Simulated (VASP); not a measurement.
# TiB2 (P6/mmm) in VASP: a series of runs

The runs below take TiB2 through relaxation of shape and atoms at fixed volume, single point, with PBE.

Everything below comes from runs of VASP 6.6.1. Logs are shortened: lines on timing, memory, paths and dates and some standing lists are left out, and cuts for length are marked.

### 1 The cell of the first run

The structure is hexagonal, space group P6/mmm (No. 191). Conventional cell: a = 2.974 Å, b = 2.974 Å, c = 3.149 Å, α = 90.00°, β = 90.00°, γ = 120.00°. Ti (site symmetry 6/mmm) has 12 B at 2.33 Å and 8 Ti at 2.97 to 3.15 Å within 3.2 Å. B (site symmetry -6m2) has 3 B at 1.72 Å and 6 Ti at 2.33 Å within 2.4 Å.

### 2 Relaxation of shape and atoms at fixed volume, PBE (8.04 Å³/atom)

Contents of INCAR:

```
  ALGO = Normal
  EDIFF = 1E-6
  EDIFFG = -0.01
  ENCUT = 600
  GGA = PE
  IBRION = 2
  ISIF = 4
  ISMEAR = 0
  LASPH = T
  LCHARG = F
  LREAL = F
  LWAVE = F
  NELM = 60
  NSW = 50
  PREC = Accurate
  SIGMA = 0.1
```

Contents of KPOINTS:

```
k-points
0
Gamma
  15 15 14
```

Contents of POSCAR:

```
TiB2
1.0
    2.9743361554      0.0000000000      0.0000000000
   -1.4871680777      2.5758506699      0.0000000000
    0.0000000000      0.0000000000      3.1488419423
Ti B
1 2
Direct
    0.0000000000      0.0000000000      0.0000000000
    0.3333333333      0.6666666667      0.5000000000
    0.6666666667      0.3333333333      0.5000000000
```

Potentials or basis: VASP PAW PBE potentials, release 64 (Ti_sv, B).

Run with:

```bash
$ cat potpaw_PBE.64/Ti_sv/POTCAR potpaw_PBE.64/B/POTCAR > POTCAR
$ mpirun -np 1 vasp_std > vasp.out
```

OUTCAR:

```text
EDIFF = 1E-6
   EDIFFG = -0.01
   ENCUT = 600
   GGA = PE
   IBRION = 2
   ISIF = 4
   ISMEAR = 0
   LASPH = T
   LREAL = F
   NELM = 60
   NSW = 50
   PREC = Accurate

 ion  position               nearest neighbor table
   1  0.000  0.000  0.000-   2 2.33   3 2.33   2 2.33   3 2.33   2 2.33   2 2.33   3 2.33   3 2.33
                             3 2.33   3 2.33   2 2.33   2 2.33
   2  0.333  0.667  0.500-   3 1.72   3 1.72   3 1.72   1 2.33   1 2.33   1 2.33   1 2.33   1 2.33
                             1 2.33
   3  0.667  0.333  0.500-   2 1.72   2 1.72   2 1.72   1 2.33   1 2.33   1 2.33   1 2.33   1 2.33
                             1 2.33

  LATTYP: Found a hexagonal cell.
 ALAT       =     2.9743361554
 C/A-ratio  =     1.0586704992

  Lattice vectors:

 A1 = (   2.9743361554,   0.0000000000,   0.0000000000)
 A2 = (  -1.4871680777,   2.5758506699,   0.0000000000)
 A3 = (   0.0000000000,   0.0000000000,   3.1488419423)

Analysis of symmetry for initial positions (statically):
=====================================================================
 Subroutine PRICEL returns:
 Original cell was already a primitive cell.

 Routine SETGRP: Setting up the symmetry group for a
 hexagonal supercell.

 Subroutine GETGRP returns: Found 24 space group operations
 (whereof 24 operations were pure point group operations)
 out of a pool of 24 trial point group operations.

The static configuration has the point symmetry D_6h.

Analysis of symmetry for dynamics (positions and initial velocities):
=====================================================================
 Subroutine PRICEL returns:
 Original cell was already a primitive cell.

 Routine SETGRP: Setting up the symmetry group for a
 hexagonal supercell.

 Subroutine GETGRP returns: Found 24 space group operations
 (whereof 24 operations were pure point group operations)
 out of a pool of 24 trial point group operations.

The dynamic configuration has the point symmetry D_6h.

 Subroutine INISYM returns: Found 24 space group operations
 (whereof 24 operations are pure point group operations),
 and found     1 'primitive' translations

----------------------------------------------------------------------------------------

                                     Primitive cell

  volume of cell :      24.1247

  direct lattice vectors                    reciprocal lattice vectors
     2.974336155  0.000000000  0.000000000     0.336209476  0.194110631  0.000000000
    -1.487168078  2.575850670  0.000000000     0.000000000  0.388221263  0.000000000
     0.000000000  0.000000000  3.148841942     0.000000000  0.000000000  0.317577071

  length of vectors
     2.974336155  2.974336155  3.148841942     0.388221263  0.388221263  0.317577071

  position of ions in fractional coordinates (direct lattice)
     0.000000000  0.000000000  0.000000000
     0.333333333  0.666666667  0.500000000
     0.666666667  0.333333333  0.500000000

  ion indices of the primitive-cell ions
   primitive index   ion index
                 1           1
                 2           2
                 3           3

----------------------------------------------------------------------------------------

 KPOINTS: k-points

Automatic generation of k-mesh.
 Grid dimensions read from file:
 generate k-points for:   15   15   14

 Generating k-lattice:

  Cartesian coordinates                     Fractional coordinates (reciprocal lattice)
     0.022413965  0.012940709  0.000000000     0.066666667 -0.000000000  0.000000000
     0.000000000  0.025881418  0.000000000     0.000000000  0.066666667  0.000000000
     0.000000000  0.000000000  0.022684076     0.000000000  0.000000000  0.071428571

  Length of vectors
[... 71 lines left out ...]
   EFERMI_NEDOS =   21; number of points for ismear=-14 and -15
   IALGO  =     38    algorithm
   IMIX   =      4    mixing-type and parameters
     AMIX     =   0.40;   BMIX     =  1.00
     AMIX_MAG =   1.60;   BMIX_MAG =  1.00
  volume/ion in A,a.u.               =       8.04        54.27
  Fermi-wavevector in a.u.,A,eV,Ry     =   1.484836  2.805933 29.997278  2.204738
  Thomas-Fermi vector in A             =   2.598323
   LORBIT       =      0    0 simple, 1 ext, 2 COOP (PROOUT), +10 PAW based schemes
   GGA     = PE    functional components
   LHFCALC =     F    Hartree Fock is set to
   AEXX    =    0.0000 exact exchange contribution
   IVDW    =     0    specifies the selected vdW correction
   LEPSILON=     F    determine dielectric tensor
   LRPA    =     F    only Hartree local field effects (RPA)
 conjugate gradient relaxation of ions
 non-spin polarized calculation
 Gauss-broadening in eV      SIGMA  =   0.10
  energy-cutoff  :      600.00
  volume of cell :       24.12
 maximum number of plane-waves:       826
 NGX is ok and might be reduce to    24
   NGX = 11   NGY = 11   NGZ = 13

--------------------------------------- Ionic step        1  -------------------------------------------

 number of electron      18.0000001 magnetization

 Free energy of the ion-electron system (eV)
  ---------------------------------------------------
  ext. energy  EPLUGINS =         0.00000000
  ---------------------------------------------------
  free energy    TOTEN  =       -24.34891639 eV

  energy without entropy =      -24.34716345  energy(sigma->0) =      -24.34803992

------------------------ aborting loop because EDIFF is reached ----------------------------------------

  FORCE on cell =-STRESS in cart. coord.  units (eV):
  Direction    XX          YY          ZZ          XY          YZ          ZX
  --------------------------------------------------------------------------------------
  -------------------------------------------------------------------------------------
  Total        2.7730824      2.7730824      2.5085879      0.0000000     -0.0000000      0.0000000
  in kB      184.1669766    184.1669765    166.6012699      0.0000000     -0.0000000      0.0000000
  external PRESSURE =     178.3117410 kB  Pullay stress =       0.0000000 kB

 VOLUME and BASIS-vectors are now :
 -----------------------------------------------------------------------------
  energy-cutoff  :      600.00
  volume of cell :       24.12
      direct lattice vectors                 reciprocal lattice vectors
     2.974336155  0.000000000  0.000000000     0.336209476  0.194110631  0.000000000
    -1.487168078  2.575850670  0.000000000     0.000000000  0.388221263  0.000000000
     0.000000000  0.000000000  3.148841942     0.000000000  0.000000000  0.317577071

 POSITION                                       TOTAL-FORCE (eV/Angst)
 -----------------------------------------------------------------------------------
      0.00000      0.00000      0.00000        -0.000000      0.000000      0.000000
     -0.00000      1.71723      1.57442         0.000000     -0.000000      0.000000
      1.48717      0.85862      1.57442        -0.000000      0.000000     -0.000000
 -----------------------------------------------------------------------------------
    total drift:                               -0.000000      0.000000      0.000000

  FREE ENERGIE OF THE ION-ELECTRON SYSTEM (eV)
  ---------------------------------------------------
  free  energy   TOTEN  =       -24.3489163934 eV

  energy  without entropy=      -24.3471634497  energy(sigma->0) =      -24.34803992

--------------------------------------- Ionic step        2  -------------------------------------------

 number of electron      18.0000001 magnetization

 Free energy of the ion-electron system (eV)
  ---------------------------------------------------
  ext. energy  EPLUGINS =         0.00000000
  ---------------------------------------------------
  free energy    TOTEN  =       -24.34925348 eV

  energy without entropy =      -24.34749438  energy(sigma->0) =      -24.34837393

 E-fermi :  10.7157     XC(G=0): -13.0700

 val. band max:       10.7130926329   @ k =   0.2000   0.2000   0.1429
 cond. band min:      10.7256662236   @ k =   0.0000   0.0000   0.3571
 fundamental gap:      0.0125735907
 Fermi energy:        10.7157342441

 k-point     1 :       0.0000    0.0000    0.0000
  band No.  band energies     occupation
      1     -46.1024      2.00000
      2     -22.4623      2.00000
      3     -22.1191      2.00000
      4     -22.1191      2.00000
      5      -3.1436      2.00000
      6       7.8759      2.00000
      7       7.8759      2.00000
      8       8.4480      2.00000
      9       8.4702      2.00000
     10      12.7678      0.00000
     11      12.7678      0.00000
     12      14.7087      0.00000
     13      14.7087      0.00000
[... 354 lines left out ...]
  band No.  band energies     occupation
      1     -46.0285      2.00000
      2     -22.5508      2.00000
      3     -22.3706      2.00000
      4     -22.3402      2.00000
      5       1.6250      2.00000
      6       1.6446      2.00000
      7       4.6400      2.00000
      8       7.8830      2.00000
      9      10.1045      2.00000
     10      10.6361      1.74003
     11      12.8407      0.00000
     12      13.5706      0.00000
     13      16.7872      0.00000

 [... further k-points ...]

------------------------ aborting loop because EDIFF is reached ----------------------------------------

  FORCE on cell =-STRESS in cart. coord.  units (eV):
  Direction    XX          YY          ZZ          XY          YZ          ZX
  --------------------------------------------------------------------------------------
  -------------------------------------------------------------------------------------
  Total        2.6533678      2.6533678      2.6711495      0.0000000      0.0000000      0.0000000
  in kB      176.2164460    176.2164460    177.3973711      0.0000000      0.0000000      0.0000000
  external PRESSURE =     176.6100877 kB  Pullay stress =       0.0000000 kB

 VOLUME and BASIS-vectors are now :
 -----------------------------------------------------------------------------
  energy-cutoff  :      600.00
  volume of cell :       24.12
      direct lattice vectors                 reciprocal lattice vectors
     2.978559068  0.000000000  0.000000000     0.335732808  0.193835427  0.000000000
    -1.489279534  2.579507820 -0.000000000    -0.000000000  0.387670854  0.000000000
     0.000000000 -0.000000000  3.139919602    -0.000000000 -0.000000000  0.318479492

 POSITION                                       TOTAL-FORCE (eV/Angst)
 -----------------------------------------------------------------------------------
      2.97856      0.00000      0.00000         0.000000     -0.000000     -0.000000
     -0.00000      1.71967      1.56996        -0.000000      0.000000     -0.000000
      1.48928      0.85984      1.56996         0.000000      0.000000      0.000000
 -----------------------------------------------------------------------------------
    total drift:                                0.000000      0.000000     -0.000000

  FREE ENERGIE OF THE ION-ELECTRON SYSTEM (eV)
  ---------------------------------------------------
  free  energy   TOTEN  =       -24.3492534781 eV

  energy  without entropy=      -24.3474943849  energy(sigma->0) =      -24.34837393

 reached required accuracy - stopping structural energy minimisation
```

Wall time 60 s (1 thread of AMD EPYC 9R45 (Zen 5), shared host); peak memory 0.18 GiB.

Results:

```
Free energy               : -24.3493 eV
Energy gained by relaxing : 0.1 meV/atom
Ionic steps               : 2
Pressure after relaxing   : 17.7 GPa
Band gap on the k mesh    : zero (bands 9 and 10 overlap by 0.66 eV)
```

The path:
| step | energy change (eV) | largest force (eV/Å) | pressure (GPa) | volume (Å³) |
| --- | --- | --- | --- | --- |
| 1 | 0.0000 | 0.0000 | 17.83 | 24.12 |
| 2 | -0.0003 | 0.0000 | 17.66 | 24.12 |

Final structure:
```
CELL_PARAMETERS angstrom
2.97856 0.00000 0.00000
-1.48928 2.57951 0.00000
0.00000 0.00000 3.13992
ATOMIC_POSITIONS crystal
Ti 0.00000 0.00000 0.00000
B 0.33333 0.66667 0.50000
B 0.66667 0.33333 0.50000
```

### 3 Relaxation of shape and atoms at fixed volume, PBE (8.30 Å³/atom)

This run uses another cell than the first one, of 8.30 Å³/atom.

Contents of INCAR:

```
PREC = Accurate ; ENCUT = 600
EDIFF = 1E-6 ; ISMEAR = 0
SIGMA = 0.1 ; LREAL = F
LASPH = T ; NELM = 60
ALGO = Normal ; ISIF = 4
LWAVE = F ; LCHARG = F
GGA = PE ; IBRION = 2
NSW = 50 ; EDIFFG = -0.01
```

Contents of KPOINTS:

```
Automatic mesh
0
Gamma
  15 15 14
```

Contents of POSCAR:

```
TiB2
1.0
    3.0014719965      0.0000000000      0.0000000000
   -1.5007359983      2.5993509977      0.0000000000
    0.0000000000      0.0000000000      3.1908489903
Ti B
1 2
Direct
    0.0000000000      0.0000000000      0.0000000000
    0.3333333333      0.6666666667      0.5000000000
    0.6666666667      0.3333333333      0.5000000000
```

Potentials or basis: VASP PAW PBE potentials, release 64 (Ti_sv, B).

Run with:

```bash
$ cat potpaw_PBE.64/Ti_sv/POTCAR potpaw_PBE.64/B/POTCAR > POTCAR
$ mpirun -np 1 vasp_std > vasp.out
```

OUTCAR:

```text
PREC = Accurate
   ENCUT = 600
   EDIFF = 1E-6
   ISMEAR = 0
   LREAL = F
   LASPH = T
   NELM = 60
   ISIF = 4
   GGA = PE
   IBRION = 2
   NSW = 50
   EDIFFG = -0.01

 ion  position               nearest neighbor table
   1  0.000  0.000  0.000-   2 2.36   3 2.36   2 2.36   3 2.36   3 2.36   3 2.36   2 2.36   2 2.36
                             3 2.36   3 2.36   2 2.36   2 2.36
   2  0.333  0.667  0.500-   3 1.73   3 1.73   3 1.73   1 2.36   1 2.36   1 2.36   1 2.36   1 2.36
                             1 2.36
   3  0.667  0.333  0.500-   2 1.73   2 1.73   2 1.73   1 2.36   1 2.36   1 2.36   1 2.36   1 2.36
                             1 2.36

  LATTYP: Found a hexagonal cell.
 ALAT       =     3.0014719965
 C/A-ratio  =     1.0630947062

  Lattice vectors:

 A1 = (   3.0014719965,   0.0000000000,   0.0000000000)
 A2 = (  -1.5007359983,   2.5993509977,   0.0000000000)
 A3 = (   0.0000000000,   0.0000000000,   3.1908489903)

Analysis of symmetry for initial positions (statically):
=====================================================================
 Subroutine PRICEL returns:
 Original cell was already a primitive cell.

[... 238 lines left out ...]
     10      12.3147      0.00000
     11      12.3147      0.00000
     12      14.1705      0.00000
     13      14.1705      0.00000
[... 354 lines left out ...]
  band No.  band energies     occupation
      1     -46.4754      2.00000
      2     -22.9590      2.00000
      3     -22.8150      2.00000
      4     -22.7691      2.00000
      5       1.3517      2.00000
      6       1.4044      2.00000
      7       4.3845      2.00000
      8       7.5814      2.00000
      9       9.7453      2.00000
     10      10.2871      1.70619
     11      12.4015      0.00000
     12      13.1047      0.00000
     13      16.2262      0.00000

 [... further k-points ...]

------------------------ aborting loop because EDIFF is reached ----------------------------------------

  FORCE on cell =-STRESS in cart. coord.  units (eV):
  Direction    XX          YY          ZZ          XY          YZ          ZX
  --------------------------------------------------------------------------------------
  -------------------------------------------------------------------------------------
  Total        1.2820353      1.2820353      1.2923438     -0.0000000     -0.0000000     -0.0000000
  in kB       82.5097132     82.5097132     83.1731525     -0.0000000     -0.0000000     -0.0000000
  external PRESSURE =      82.7308596 kB  Pullay stress =       0.0000000 kB

 VOLUME and BASIS-vectors are now :
 -----------------------------------------------------------------------------
  energy-cutoff  :      600.00
  volume of cell :       24.89
      direct lattice vectors                 reciprocal lattice vectors
     3.005758670 -0.000000000  0.000000000     0.332694707  0.192081379  0.000000000
    -1.502879335  2.603063366  0.000000000     0.000000000  0.384162757  0.000000000
     0.000000000  0.000000000  3.181754199    -0.000000000 -0.000000000  0.314292034

 POSITION                                       TOTAL-FORCE (eV/Angst)
 -----------------------------------------------------------------------------------
      3.00576     -0.00000      0.00000        -0.000000      0.000000     -0.000000
     -0.00000      1.73538      1.59088        -0.000000      0.000000     -0.000000
      1.50288      0.86769      1.59088         0.000000     -0.000000      0.000000
 -----------------------------------------------------------------------------------
    total drift:                                0.000000      0.000000     -0.000000

  FREE ENERGIE OF THE ION-ELECTRON SYSTEM (eV)
  ---------------------------------------------------
  free  energy   TOTEN  =       -24.4117050378 eV

  energy  without entropy=      -24.4098809804  energy(sigma->0) =      -24.41079301

 reached required accuracy - stopping structural energy minimisation
```

CONTCAR:

```text
TiB2
   1.00000000000000
     3.0057586700793357   -0.0000000000013007    0.0000000000000000
    -1.5028793350908656    2.6030633659173148    0.0000000000000000
     0.0000000000000000    0.0000000000000000    3.1817541985981932
  Ti              B
     1     2
Direct
     1.0000000000000000    0.0000000000000000    0.0000000000000000
     0.3333333332999970    0.6666666667000030    0.5000000000000000
     0.6666666667000030    0.3333333332999970    0.5000000000000000

  0.00000000E+00  0.00000000E+00  0.00000000E+00
  0.00000000E+00  0.00000000E+00  0.00000000E+00
  0.00000000E+00  0.00000000E+00  0.00000000E+00
```

Wall time 58 s (1 thread of AMD EPYC 9R45 (Zen 5), shared host); peak memory 0.19 GiB.

What came out:

| Property | Result |
| --- | --- |
| Free energy | -24.4117 eV |
| Energy gained by relaxing | 0.1 meV/atom |
| Ionic steps | 2 |
| Pressure after relaxing | 8.3 GPa |
| Band gap on the k mesh | zero (bands 9 and 10 overlap by 0.63 eV) |

Step by step:
```tsv
step	energy change (eV)	largest force (eV/Å)	pressure (GPa)	volume (Å³)
1	0.0000	0.0000	8.45	24.89
2	-0.0004	0.0000	8.27	24.89
```

Final structure:
```
Ti B
1.0
     3.00576    0.00000    0.00000
    -1.50288    2.60306    0.00000
     0.00000    0.00000    3.18175
Ti B
1 2
Direct
  0.00000 0.00000 0.00000
  0.33333 0.66667 0.50000
  0.66667 0.33333 0.50000
```

Levels at points of the mesh, in eV from the Fermi level:
```tsv
k point	band 5	band 6	band 7	band 8	band 9	band 10	band 11	band 12	band 13
(0.00, 0.00, 0.00)	-13.69	-2.74	-2.74	-2.29	-2.20	1.95	1.95	3.81	3.81
(0.00, 0.00, 0.50)	-11.66	-7.76	-0.61	-0.61	-0.26	-0.26	0.43	0.43	1.77
```

### 4 Relaxation of shape and atoms at fixed volume, PBE (8.81 Å³/atom)

This run uses another cell than the first one, of 8.81 Å³/atom.

Contents of INCAR:

```
SYSTEM = TiB2
ALGO = Normal ; EDIFF = 1E-6
EDIFFG = -0.01 ; ENCUT = 600
GGA = PE ; IBRION = 2
ISIF = 4 ; ISMEAR = 0
LASPH = .True. ; LCHARG = .False.
LREAL = .False. ; LWAVE = .False.
NELM = 60 ; NSW = 50
PREC = Accurate ; SIGMA = 0.1
```

Contents of KPOINTS:

```
k-points
0
Gamma
  15 15 14
  0 0 0
```

Contents of POSCAR:

```
TiB2
1.0
    3.0621241355      0.0000000000      0.0000000000
   -1.5310620678      2.6518772909      0.0000000000
    0.0000000000      0.0000000000      3.2553279582
Ti B
1 2
Direct
    0.0000000000      0.0000000000      0.0000000000
    0.3333333333      0.6666666667      0.5000000000
    0.6666666667      0.3333333333      0.5000000000
```

Run with:

```bash
$ cat potpaw_PBE.64/Ti_sv/POTCAR potpaw_PBE.64/B/POTCAR > POTCAR
$ mpirun -np 1 vasp_std > vasp.out
```

It took 62 s on 1 thread of AMD EPYC 9R45 (Zen 5), shared host; peak memory 0.19 GiB.

The run converged. Its results:

```
Free energy               : -24.4163 eV
Energy gained by relaxing : 0.1 meV/atom
Ionic steps               : 2
Pressure after relaxing   : -6.8 GPa
Band gap on the k mesh    : zero (bands 9 and 10 overlap by 0.57 eV)
```

The path:
```tsv
step	energy change (eV)	largest force (eV/Å)	pressure (GPa)	volume (Å³)
1	0.0000	0.0000	-6.95	26.43
2	-0.0004	0.0000	-6.82	26.43
```

Final structure:
```yaml
crystal:
  lattice:
    - [3.05785, 0.00000, 0.00000]
    - [-1.52893, 2.64818, 0.00000]
    - [0.00000, 0.00000, 3.26443]
  atoms:
    - { symbol: Ti, position: [0.00000, 0.00000, 0.00000] }
    - { symbol: B, position: [0.33333, 0.66667, 0.50000] }
    - { symbol: B, position: [0.66667, 0.33333, 0.50000] }
```

Levels at points of the mesh, in eV from the Fermi level:
| k point | band 7 | band 8 | band 9 | band 10 | band 11 | band 12 |
| --- | --- | --- | --- | --- | --- | --- |
| (0.00, 0.00, 0.00) | -2.55 | -2.36 | -2.07 | 1.78 | 1.78 | 3.48 |
| (0.00, 0.00, 0.50) | -0.57 | -0.57 | -0.19 | -0.19 | 0.39 | 0.39 |

(Part 1 of 2 ends here.)
